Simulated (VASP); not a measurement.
# AgSb7 (P1) in VASP: notebook

AgSb7 is run at these levels: PBE; tasks: single point.

Program: VASP 6.6.1. These are calculated values, not measurements. Logs are shortened: lines on timing, memory, paths and dates and some standing lists are left out, and cuts for length are marked.

### Step 1. The cell of the first run

The typed cell holds 16 atoms: a = 8.132 Å, b = 7.996 Å, c = 7.462 Å, α = 88.71°, β = 86.50°, γ = 82.36°.

### Step 2. Single point, PBE

Input file INCAR:

```
ALGO     = Normal         # electronic algorithm
EDIFF    = 1E-7           # SCF threshold, eV
ENCUT    = 520            # plane-wave cutoff, eV
GGA      = PE             # functional
ISIF     = 2              # what is computed and relaxed
ISMEAR   = 0              # smearing method
ISYM     = 0            
LASPH    = T              # aspherical terms in the spheres
LCHARG   = T              # write CHGCAR
LELF     = T              # ELF
LREAL    = Auto         
LVHAR    = T            
LWAVE    = F              # write WAVECAR
NBANDS   = 60             # bands
NELM     = 100            # most SCF steps
PREC     = Accurate       # precision mode
SIGMA    = 0.1            # smearing width, eV
```

Input file KPOINTS:

```
Automatic mesh
0
Gamma
  2 2 2
  0.5 0.5 0.5
```

Input file POSCAR:

```
AgSb7
1.0
    8.1111857510      0.5364561162      0.2354201035
    0.5364561162      7.9775972810      0.0789557487
    0.2354201035      0.0789557487      7.4583036757
Ag Sb
2 14
Direct
   -0.0373926189      0.5056084746     -0.0367529730
    0.0037434531      0.4540568718      0.5948520177
    0.1356767101     -0.0029082259      0.9844483192
    0.5623976470      0.9427593679     -0.0133677464
   -0.1354020489      0.9653789901      0.4934544480
    0.1855956139      0.3904366936      0.2651595828
    0.4766111858      0.4710783879     -0.0491940575
    0.4226444215      1.1025098961      0.3935543834
    0.8381049743      0.2877212854      0.2746616774
    0.2210715404      0.8301826240      0.3906111874
    0.2796036481      0.2390729141      0.7477264120
    0.5447242794      0.5487087014      0.3776959514
    0.7967314239      0.7395576028      0.2088589521
    0.8017459584      0.1749778204      0.8830933940
    0.2020172853      0.6909551872      0.7735490151
    0.6946915698      0.6605659991      0.7163489601
```

Potentials or basis: VASP PAW PBE potentials, release 64 (Ag, Sb).

Started as:

```sh
> cat potpaw_PBE.64/Ag/POTCAR potpaw_PBE.64/Sb/POTCAR > POTCAR
> mpirun -np 1 vasp_std > vasp.out
```

OUTCAR:

```text
EDIFF = 1E-7
   ENCUT = 520
   GGA = PE
   ISIF = 2
   ISMEAR = 0
   ISYM = 0
   LASPH = T
   LREAL = Auto
   NELM = 100
   PREC = Accurate

 ion  position               nearest neighbor table
   1  0.963  0.506  0.963-   2 2.78  13 2.80  15 2.89   6 3.03  16 3.06   9 3.08  14 3.19  11 3.46

   2  0.004  0.454  0.595-   1 2.78   6 2.81  11 2.91  16 2.92  15 3.03   9 3.21  14 3.55
   3  0.136  0.997  0.984-  11 2.90  15 2.91  14 3.02  10 3.36   4 3.44   9 3.75
   4  0.562  0.943  0.987-  13 2.91  14 2.92  16 3.10   8 3.39   3 3.44  11 3.60
   5  0.865  0.965  0.493-  13 2.94   9 3.01  10 3.02  16 3.32  14 3.37   8 3.73
   6  0.186  0.390  0.265-   2 2.81   8 2.98   1 3.03   9 3.04   7 3.34  12 3.49  10 3.71
   7  0.477  0.471  0.951-  16 2.95  15 3.01  11 3.09  14 3.33   6 3.34  12 3.35
   8  0.423  0.103  0.394-  10 2.90   6 2.98  11 2.99   4 3.39   5 3.73
   9  0.838  0.288  0.275-   5 3.01  12 3.03   6 3.04   1 3.08  14 3.12   2 3.21  13 3.61   3 3.75

  10  0.221  0.830  0.391-   8 2.90   5 3.02  15 3.05  12 3.23   3 3.36   6 3.71
  11  0.280  0.239  0.748-   3 2.90   2 2.91   8 2.99   7 3.09   1 3.46  15 3.59   4 3.60
  12  0.545  0.549  0.378-  13 2.92   9 3.03  16 3.07  10 3.23   7 3.35   6 3.49
  13  0.797  0.740  0.209-   1 2.80   4 2.91  12 2.92   5 2.94   9 3.61
  14  0.802  0.175  0.883-   4 2.92   3 3.02   9 3.12   1 3.19   7 3.33   5 3.37   2 3.55
  15  0.202  0.691  0.774-   1 2.89   3 2.91   7 3.01   2 3.03  10 3.05  11 3.59
  16  0.695  0.661  0.716-   2 2.92   7 2.95   1 3.06  12 3.07   4 3.10   5 3.32

IMPORTANT INFORMATION: All symmetrisations will be switched off!
NOSYMM: (Re-)initialisation of all symmetry stuff for point group C_1.

----------------------------------------------------------------------------------------

                                     Primitive cell

  volume of cell :     479.9911

  direct lattice vectors                    reciprocal lattice vectors
     8.111185751  0.536456116  0.235420104     0.123946282 -0.008296956 -0.003824510
     0.536456116  7.977597281  0.078955749    -0.008296956  0.125919558 -0.001071129
     0.235420104  0.078955749  7.458303676    -0.003824510 -0.001071129  0.134210805

  length of vectors
     8.132314681  7.996003849  7.462435953     0.124282530  0.126197155  0.134269558

  position of ions in fractional coordinates (direct lattice)
     0.962607381  0.505608475  0.963247027
     0.003743453  0.454056872  0.594852018
     0.135676710  0.997091774  0.984448319
     0.562397647  0.942759368  0.986632254
     0.864597951  0.965378990  0.493454448
     0.185595614  0.390436694  0.265159583
[... 8 lines left out ...]
     0.202017285  0.690955187  0.773549015
     0.694691570  0.660565999  0.716348960

  ion indices of the primitive-cell ions
   primitive index   ion index
                 1           1
                 2           2
                 3           3
                 4           4
                 5           5
                 6           6
[... 8 lines left out ...]
                15          15
                16          16

----------------------------------------------------------------------------------------

 KPOINTS: Automatic mesh

Automatic generation of k-mesh.
 Grid dimensions read from file:
 generate k-points for:    2    2    2

 Generating k-lattice:

  Cartesian coordinates                     Fractional coordinates (reciprocal lattice)
     0.061973141 -0.004148478 -0.001912255     0.500000000  0.000000000  0.000000000
    -0.004148478  0.062959779 -0.000535564    -0.000000000  0.500000000 -0.000000000
    -0.001912255 -0.000535564  0.067105402     0.000000000  0.000000000  0.500000000

  Length of vectors
     0.062141265  0.063098577  0.067134779

  Shift w.r.t. Gamma in fractional coordinates (k-lattice)
     0.500000000  0.500000000  0.500000000

 Subroutine IBZKPT returns following result:
 ===========================================

 Found      4 irreducible k-points:

 Following reciprocal coordinates:
            Coordinates               Weight
  0.250000  0.250000  0.250000      2.000000
 -0.250000  0.250000  0.250000      2.000000
  0.250000 -0.250000  0.250000      2.000000
 -0.250000 -0.250000  0.250000      2.000000
   k-points           NKPTS =      4   k-points in BZ     NKDIM =      4   number of bands    NBANDS=     60
   number of dos      NEDOS =    301   number of ions     NIONS =     16
   total plane-waves  NPLWV = 201600
   dimension x,y,z NGX =    60 NGY =   60 NGZ =   56
   dimension x,y,z NGXF=   120 NGYF=  120 NGZF=  112
   ions per type =               2  14
   NGX,Y,Z   is equivalent  to a cutoff of  12.27, 12.47, 12.48 a.u.
   NGXF,Y,Z  is equivalent  to a cutoff of  24.53, 24.95, 24.95 a.u.
 SYSTEM =  unknown system
   PREC   = accura    normal or accurate (medium, high low for compatibility)
   ISTART =      0    job   : 0-new  1-cont  2-samecut
   ICHARG =      2    charge: 1-file 2-atom 10-const
   ISPIN  =      1    spin polarized calculation?
   LNONCOLLINEAR =      F non collinear calculations
   LSORBIT =      F    spin-orbit coupling
   LASPH  =      T    aspherical Exc in radial PAW
   ENCUT  =  520.0 eV  38.22 Ry    6.18 a.u.  15.12 14.87 13.88*2*pi/ulx,y,z
   NELM   =    100;   NELMIN=  2; NELMDL= -5     # of ELM steps
   EDIFF  = 0.1E-06   stopping-criterion for ELM
   LREAL  =      T    real-space projection
   EDIFFG = 0.1E-05   stopping-criterion for IOM
   NSW    =      0    number of steps for IOM
   IBRION =     -1    ionic relax: 0-MD 1-quasi-New 2-CG
   NFREE  =      0    steps in history (QN), initial steepest desc. (CG)
   ISIF   =      2    stress and relaxation
   ISYM   =      0    0-nonsym 1-usesym 2-fastsym
   POTIM  = 0.5000    time-step for ionic-motion
   TEBEG  =    0.0;   TEEND  =   0.0 temperature during run
   PSTRESS=    0.0 pullay stress
   NELECT =      92.0000    total number of electrons
   NUPDOWN=      -1.0000    fix difference up-down
   EMIN   =  10.00;   EMAX   =-10.00  energy-range for DOS
   EFERMI =   0.00;   METHOD = LEGACY
   ISMEAR =     0;   SIGMA  =   0.10  broadening in eV -4-tet -1-fermi 0-gaus
   EFERMI_NEDOS =   21; number of points for ismear=-14 and -15
   IALGO  =     38    algorithm
   IMIX   =      4    mixing-type and parameters
     AMIX     =   0.40;   BMIX     =  1.00
     AMIX_MAG =   1.60;   BMIX_MAG =  1.00
  volume/ion in A,a.u.               =      30.00       202.45
  Fermi-wavevector in a.u.,A,eV,Ry     =   0.943901  1.783714 12.122095  0.890949
  Thomas-Fermi vector in A             =   2.071653
   LORBIT       =      0    0 simple, 1 ext, 2 COOP (PROOUT), +10 PAW based schemes
   GGA     = PE    functional components
   LHFCALC =     F    Hartree Fock is set to
   AEXX    =    0.0000 exact exchange contribution
   IVDW    =     0    specifies the selected vdW correction
   LEPSILON=     F    determine dielectric tensor
   LRPA    =     F    only Hartree local field effects (RPA)
 non-spin polarized calculation
 Gauss-broadening in eV      SIGMA  =   0.10
  energy-cutoff  :      520.00
  volume of cell :      479.99
 maximum number of plane-waves:     12944
   NGX = 31   NGY = 29   NGZ = 27

 number of electron      92.0000006 magnetization

 Free energy of the ion-electron system (eV)
  ---------------------------------------------------
  ext. energy  EPLUGINS =         0.00000000
  ---------------------------------------------------
  free energy    TOTEN  =       -61.33096861 eV

  energy without entropy =      -61.32247816  energy(sigma->0) =      -61.32672339

 E-fermi :   6.7058     XC(G=0):  -9.5275

 val. band max:        6.5950600519   @ k =  -0.2500   0.2500   0.2500
 cond. band min:       6.8178479999   @ k =  -0.2500  -0.2500   0.2500
 fundamental gap:      0.2227879481
 Fermi energy:         6.7058133073

 k-point     1 :       0.2500    0.2500    0.2500
  band No.  band energies     occupation
      1      -5.1450      2.00000
      2      -4.3007      2.00000
      3      -4.0938      2.00000
      4      -3.7135      2.00000
      5      -3.4684      2.00000
      6      -3.3010      2.00000
[... 50 lines left out ...]
     57       8.8063      0.00000
     58       9.1613      0.00000

 k-point     2 :      -0.2500    0.2500    0.2500
  band No.  band energies     occupation
      1      -5.0619      2.00000
      2      -4.4144      2.00000
      3      -4.0986      2.00000
      4      -3.9811      2.00000
      5      -3.4169      2.00000
      6      -3.1823      2.00000
[... 50 lines left out ...]
     57       8.8394      0.00000
     58       8.9583      0.00000

 k-point     3 :       0.2500   -0.2500    0.2500
  band No.  band energies     occupation
      1      -5.0814      2.00000
      2      -4.3601      2.00000
      3      -4.1968      2.00000
      4      -3.8177      2.00000
      5      -3.5093      2.00000
      6      -3.2414      2.00000
[... 50 lines left out ...]
     57       8.8699      0.00000
     58       8.9996      0.00000

 k-point     4 :      -0.2500   -0.2500    0.2500
  band No.  band energies     occupation
      1      -5.1132      2.00000
      2      -4.3349      2.00000
      3      -4.1123      2.00000
      4      -3.8413      2.00000
      5      -3.5251      2.00000
      6      -3.1666      2.00000
[... 50 lines left out ...]
     57       8.8408      0.00000
     58       9.0570      0.00000
 [bands above 58 left out]

------------------------ aborting loop because EDIFF is reached ----------------------------------------

  FORCE on cell =-STRESS in cart. coord.  units (eV):
  Direction    XX          YY          ZZ          XY          YZ          ZX
  --------------------------------------------------------------------------------------
  -------------------------------------------------------------------------------------
  Total        0.2311481      0.1913817     -0.1318057      0.4400539      0.1076533      0.0051440
  in kB        0.7715565      0.6388192     -0.4399583      1.4688699      0.3593392      0.0171704
  external PRESSURE =       0.3234725 kB  Pullay stress =       0.0000000 kB

 VOLUME and BASIS-vectors are now :
 -----------------------------------------------------------------------------
  energy-cutoff  :      520.00
  volume of cell :      479.99
      direct lattice vectors                 reciprocal lattice vectors
     8.111185751  0.536456116  0.235420104     0.123946282 -0.008296956 -0.003824510
     0.536456116  7.977597281  0.078955749    -0.008296956  0.125919558 -0.001071129
     0.235420104  0.078955749  7.458303676    -0.003824510 -0.001071129  0.134210805

 POSITION                                       TOTAL-FORCE (eV/Angst)
 -----------------------------------------------------------------------------------
      8.30589      4.62599      7.45073        -0.000664      0.014331     -0.002192
      0.41399      3.67126      4.47332        -0.000061     -0.009203      0.003122
      1.86715      8.10491      7.45298        -0.003616      0.003386      0.018161
      5.29973      7.90056      7.56544        -0.012800     -0.011744     -0.006557
      7.64697      8.20418      3.96010        -0.018076      0.008580      0.023370
      1.77728      3.23525      2.05216         0.009902      0.013045     -0.004405
[... 8 lines left out ...]
      2.19138      5.68161      5.87148        -0.018275     -0.023171      0.005245
      6.15778      5.69896      5.55845         0.016931      0.006430      0.026249
 -----------------------------------------------------------------------------------
    total drift:                                0.011347     -0.001441      0.001516

  FREE ENERGIE OF THE ION-ELECTRON SYSTEM (eV)
  ---------------------------------------------------
  free  energy   TOTEN  =       -61.3309686055 eV

  energy  without entropy=      -61.3224781646  energy(sigma->0) =      -61.32672339
```

Run time: 86 s. Hardware: 1 thread of Intel Xeon 6975P-C (Granite Rapids), shared host; peak memory 0.49 GiB.

What came out:

| Item | Value |
| --- | --- |
| Free energy | -61.3310 eV |
| Pressure | 0.0 GPa |
| Largest force | 0.046 eV/Å |
| Band gap on the k mesh | zero (bands 46 and 47 overlap by 0.22 eV) |

Forces in eV/Å, atoms in the order of the input:
```
Ag  -0.001  0.014 -0.002
Ag   0.000 -0.009  0.003
Sb  -0.004  0.003  0.018
Sb  -0.013 -0.012 -0.007
Sb  -0.018  0.009  0.023
Sb   0.010  0.013 -0.004
Sb   0.005 -0.003  0.016
Sb   0.022  0.008  0.008
Sb   0.000  0.022  0.001
Sb  -0.001 -0.002 -0.007
Sb  -0.009  0.020 -0.015
Sb  -0.004 -0.023  0.005
Sb   0.022 -0.012 -0.039
Sb  -0.007 -0.013 -0.032
Sb  -0.018 -0.023  0.005
Sb   0.017  0.006  0.026
```

Caveat: the k points lie up to 0.42 Å⁻¹ apart; spin-orbit coupling is left out, which moves the levels of the heavy elements.

### Step 3. Single point, PBE

This run uses another cell than the first one, of 30.45 Å³/atom.

Input file INCAR:

```
SYSTEM = AgSb7
PREC = Accurate
ENCUT = 520
EDIFF = 1E-6
ISMEAR = 0
SIGMA = 0.1
LREAL = Auto
LASPH = .TRUE.
NELM = 100
ALGO = Normal
ISIF = 2
LWAVE = .FALSE.
LCHARG = .TRUE.
GGA = PE
LELF = .TRUE.
LVHAR = .TRUE.
ISYM = 0
NBANDS = 60
```

Input file KPOINTS:

```
regular mesh
0
G
  3 3 3
  0 0 0
```

Input file POSCAR:

```
AgSb7
1.0
    8.0094100942      0.5727357997      0.1548380044
    0.5538309026      8.1111348163      0.1464816852
    0.1516983656      0.1487284818      7.5413520030
Ag Sb
2 14
Direct
    0.9499239378      0.4907860392      0.9505639890
   -0.0163789031      0.4508773054      0.5777937090
    0.1517234741      1.0089379174      1.0008853244
    0.5777600032      0.9447168810      0.9934527829
    0.8624838406      0.9710020437      0.5053351346
    0.1820945051      0.3851789460      0.2615107113
    0.4499483400      0.4783061442      0.9345461700
    0.4283215680      0.1015452833      0.4040095294
    0.8429668311      0.2738213012      0.2687089197
    0.2263200051      0.8288565855      0.4134790537
    0.2667565325      0.2515483543      0.7334525151
    0.5691067804      0.5521523406      0.3830851894
    0.8164605040      0.7326907400      0.2056226698
    0.8220309088      0.1559042301      0.8585598261
    0.1757020291      0.7114487780      0.7908128790
    0.6873446866      0.6628897006      0.7228811204
```

Potentials or basis: VASP PAW PBE potentials, release 64 (Ag, Sb).

Started as:

```sh
> cat potpaw_PBE.64/Ag/POTCAR potpaw_PBE.64/Sb/POTCAR > POTCAR
> mpirun -np 1 vasp_std > vasp.out
```

Run time: 3.6 min. Hardware: 1 thread of Intel Xeon 6975P-C (Granite Rapids), shared host; peak memory 0.61 GiB.

The run converged. Its results:

* Free energy: -61.1062 eV
* Pressure: 0.0 GPa
* Largest force: 0.039 eV/Å
* Band gap on the k mesh: zero (bands 46 and 47 overlap by 0.08 eV)

Forces in eV/Å, atoms in the order of the input:
```
Ag   0.006  0.008  0.002
Ag  -0.004 -0.012 -0.008
Sb   0.019  0.000  0.035
Sb  -0.036 -0.001 -0.012
Sb  -0.008 -0.015 -0.006
Sb   0.019  0.013 -0.013
Sb   0.014 -0.023  0.019
Sb   0.020  0.004  0.003
Sb  -0.012 -0.014 -0.002
Sb  -0.007 -0.004 -0.015
Sb  -0.017  0.011 -0.003
Sb  -0.017 -0.007  0.000
Sb   0.020  0.005  0.011
Sb  -0.003  0.017 -0.002
Sb  -0.003 -0.004 -0.009
Sb   0.009  0.021  0.002
```

Levels at points of the mesh, in eV from the Fermi level:
| k point | band 43 | band 44 | band 45 | band 46 | band 47 | band 48 | band 49 | band 50 |
| --- | --- | --- | --- | --- | --- | --- | --- | --- |
| (0.00, 0.00, 0.00) | -0.55 | -0.40 | -0.31 | 0.07 | 0.44 | 0.81 | 0.96 | 1.06 |

Caveat: spin-orbit coupling is left out, which moves the levels of the heavy elements.

The gap in the log of VASP goes by the Fermi energy; the results here count the filled bands.